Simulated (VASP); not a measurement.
# Pt (Fm-3m) in VASP: settings compared, part 2 of 2

VASP 6.6.1.

## Step 4: Relaxation of cell and atoms, RPBE+D3(BJ)

INCAR

```
SYSTEM = Pt
ALGO = Normal ; EDIFF = 1E-7
EDIFFG = -0.01 ; ENCUT = 600
GGA = RP ; IBRION = 2
ISIF = 3 ; ISMEAR = -1
IVDW = 12 ; LASPH = .TRUE.
LCHARG = .FALSE. ; LREAL = .FALSE.
LWAVE = .FALSE. ; NELM = 100
NSW = 60 ; PREC = Accurate
SIGMA = 0.05
```

KPOINTS

```
k-points
0
G
  12 12 12
  0 0 0
```

POSCAR

```
Pt
1.0
    0.0000000000      1.9609000000      1.9609000000
    1.9609000000      0.0000000000      1.9609000000
    1.9609000000      1.9609000000      0.0000000000
Pt
1
Direct
    0.0000000000      0.0000000000      0.0000000000
```

Run with:

```bash
$ cat potpaw_PBE.64/Pt/POTCAR > POTCAR
$ mpirun -np 1 vasp_std > vasp.out
```

Run time: 26 s. Hardware: 1 thread of Intel Xeon Platinum 8488C (Sapphire Rapids), shared host; peak memory 0.17 GiB.

The run converged. Its results:

| Quantity | Value |
| --- | --- |
| Free energy | -9.9522 eV |
| Relaxed volume | 13.51 Å³/atom |
| Relaxed cell | a = 2.674 Å, b = 2.674 Å, c = 2.674 Å, α = 60.00°, β = 60.00°, γ = 60.00° |
| Space group after relaxing (to 0.05 Å) | Fm-3m (No. 225) |
| Energy gained by relaxing | 192.8 meV/atom |
| Ionic steps | 5 |
| Pressure after relaxing | 0.1 GPa |
| Band gap on the k mesh | zero (band 5 reaches 14.22 eV, above the bottom of band 6 at 11.50 eV) |
| Dispersion energy per atom | -4.846 eV |

Step by step:
| step | energy change (eV) | largest force (eV/Å) | pressure (GPa) | volume (Å³) |
| --- | --- | --- | --- | --- |
| 1 | 0.0000 | 0.0000 | -35.39 | 15.08 |
| 2 | 4.4787 | 0.0000 | 484.03 | 8.92 |
| 3 | -0.1865 | 0.0000 | -7.62 | 13.77 |
| 4 | -0.1913 | 0.0000 | -3.81 | 13.64 |
| 5 | -0.1928 | 0.0000 | 0.08 | 13.51 |

Final structure:
```yaml
crystal:
  lattice:
    - [0.00000, 1.89054, 1.89054]
    - [1.89054, 0.00000, 1.89054]
    - [1.89054, 1.89054, 0.00000]
  atoms:
    - { symbol: Pt, position: [0.00000, 0.00000, 0.00000] }
```

Levels at points of the mesh, in eV from the Fermi level:
```
           k point  band 2  band 3  band 4  band 5  band 6  band 7  band 8  band 9
(0.00, 0.00, 0.00)   -4.54   -4.54   -4.54   -1.97   -1.97   14.19   19.81   19.81
(0.50, 0.00, 0.00)   -4.64   -4.64   -0.94    0.05    0.05    6.76   13.80   19.68
(0.50, 0.50, 0.00)   -7.89    0.00    0.60    0.60    1.57   10.18   11.72   11.72
```

Caveat: the PAW data sets were made with another functional, which shifts forces and pressure a little; spin-orbit coupling is left out, which moves the levels of the heavy elements; the volume moved by -10 % from the deposited cell, more than functionals usually miss; pairwise dispersion overbinds metals, which lowers pressure and volume.

## Step 5: Single point, LDA

INCAR

```
PREC = Accurate ; ENCUT = 520
EDIFF = 1E-7 ; ISMEAR = -1
SIGMA = 0.05 ; LREAL = F
LASPH = T ; NELM = 100
ALGO = Normal ; ISIF = 2
LWAVE = F ; LCHARG = F
GGA = CA ; NBANDS = 11
```

KPOINTS

```
regular mesh
0
Gamma
  12 12 12
```

POSCAR is that of step 4.

Potentials or basis: VASP PAW LDA potentials, release 64 (Pt).

Run with:

```bash
$ cat potpaw_LDA.64/Pt/POTCAR > POTCAR
$ mpirun -np 1 vasp_std > vasp.out
```

It took 15 s on 1 thread of AMD EPYC 7R43 (Zen 3), shared host; peak memory 0.1 GiB.

The run converged. Its results:

| Property | Result |
| --- | --- |
| Free energy | -7.5106 eV |
| Pressure | -5.3 GPa |
| Band gap on the k mesh | zero (band 5 reaches 11.64 eV, above the bottom of band 6 at 9.42 eV) |

Levels at points of the mesh, in eV from the Fermi level:
| k point | band 2 | band 3 | band 4 | band 5 | band 6 | band 7 | band 8 | band 9 |
| --- | --- | --- | --- | --- | --- | --- | --- | --- |
| (0.00, 0.00, 0.00) | -3.84 | -3.84 | -3.84 | -1.64 | -1.64 | 14.60 | 19.52 | 19.52 |
| (0.50, 0.00, 0.00) | -3.89 | -3.89 | -0.51 | 0.03 | 0.03 | 5.81 | 14.16 | 18.87 |
| (0.50, 0.50, 0.00) | -6.67 | 0.01 | 0.48 | 0.48 | 1.74 | 8.85 | 11.31 | 11.31 |

Caveat: spin-orbit coupling is left out, which moves the levels of the heavy elements.

## Step 6: Single point, PBEsol (volume scaled by 0.94)

INCAR

```
SYSTEM = Pt
PREC = Accurate
ENCUT = 520
EDIFF = 1E-7
ISMEAR = -1
SIGMA = 0.05
LREAL = .FALSE.
LASPH = .TRUE.
NELM = 100
ALGO = Normal
ISIF = 2
LWAVE = .FALSE.
LCHARG = .TRUE.
GGA = PS
LELF = .TRUE.
LVHAR = .TRUE.
NBANDS = 11
```

KPOINTS

```
Automatic mesh
0
G
  12 12 12
  0 0 0
```

POSCAR

```
Pt
1.0
    0.0000000000      1.9208704006      1.9208704006
    1.9208704006      0.0000000000      1.9208704006
    1.9208704006      1.9208704006      0.0000000000
Pt
1
Direct
    0.0000000000      0.0000000000      0.0000000000
```

Potentials or basis: VASP PAW PBE potentials, release 64 (Pt).

Run with:

```bash
$ cat potpaw_PBE.64/Pt/POTCAR > POTCAR
$ mpirun -np 1 vasp_std > vasp.out
```

Run time: 19 s. Hardware: 1 thread of AMD EPYC 7R13, shared host; peak memory 0.1 GiB.

It converged, with:

```yaml
Free_energy: -6.9234 eV
Pressure: 19.6 GPa
Band_gap_on_the_k_mesh: zero (band 5 reaches 12.91 eV, above the bottom of band 6 at 10.42 eV)
```

Levels at points of the mesh, in eV from the Fermi level:
```tsv
k point	band 1	band 2	band 3	band 4	band 5	band 6	band 7	band 8	band 9	band 10
(0.00, 0.00, 0.00)	-11.04	-4.23	-4.23	-4.23	-1.82	-1.82	14.40	19.71	19.71	19.71
(0.50, 0.00, 0.00)	-8.07	-4.30	-4.30	-0.83	0.04	0.04	6.28	13.97	19.33	19.33
(0.50, 0.50, 0.00)	-7.85	-7.35	0.01	0.55	0.55	1.56	9.51	11.50	11.50	20.84
```

Caveat: the cell differs from its parent crystal (volume scaled by 0.94); the PAW data sets were made with another functional, which shifts forces and pressure a little; spin-orbit coupling is left out, which moves the levels of the heavy elements.

## Step 7: Overview

| task | level | potentials or basis | cell | cutoff (eV) | gap on the mesh (eV) | pressure (GPa) | relaxed volume (Å³/atom) |
| --- | --- | --- | --- | --- | --- | --- | --- |
| relaxation of cell and atoms | PBE+D4 | VASP PAW PBE potentials, release 64 (Pt) | relaxed from a = 2.773 Å, angles 60.0°, 1 atom | 600 | none | 0.0 | 15.20 |
| relaxation of cell and atoms | PBEsol+D3(BJ) | VASP PAW PBE potentials, release 64 (Pt) | relaxed from a = 2.773 Å, angles 60.0°, 1 atom | 600 | none | -0.1 | 14.62 |
| relaxation of cell and atoms | RPBE+D3(BJ) | VASP PAW PBE potentials, release 64 (Pt) | relaxed from a = 2.773 Å, angles 60.0°, 1 atom | 600 | none | 0.1 | 13.51 |
| single point | LDA | VASP PAW LDA potentials, release 64 (Pt) | a = 2.773 Å, angles 60.0°, 1 atom | 520 | none | -5.3 | - |
| single point | PBEsol | VASP PAW PBE potentials, release 64 (Pt) | a = 2.717 Å, angles 60.0°, 1 atom | 520 | none | 19.6 | - |

Alike in all rows: no spin polarisation; k mesh 12 × 12 × 12; smearing fermi-dirac 0.05 eV.

Caveats: spin-orbit coupling is left out, which moves the levels of the heavy elements; pairwise dispersion overbinds metals, which lowers pressure and volume (some runs); the PAW data sets were made with another functional, which shifts forces and pressure a little (some runs); the volume moved by -10 % from the deposited cell, more than functionals usually miss (some runs).

Total energies depend on the potentials used, so only differences within one code and one set of settings carry meaning.
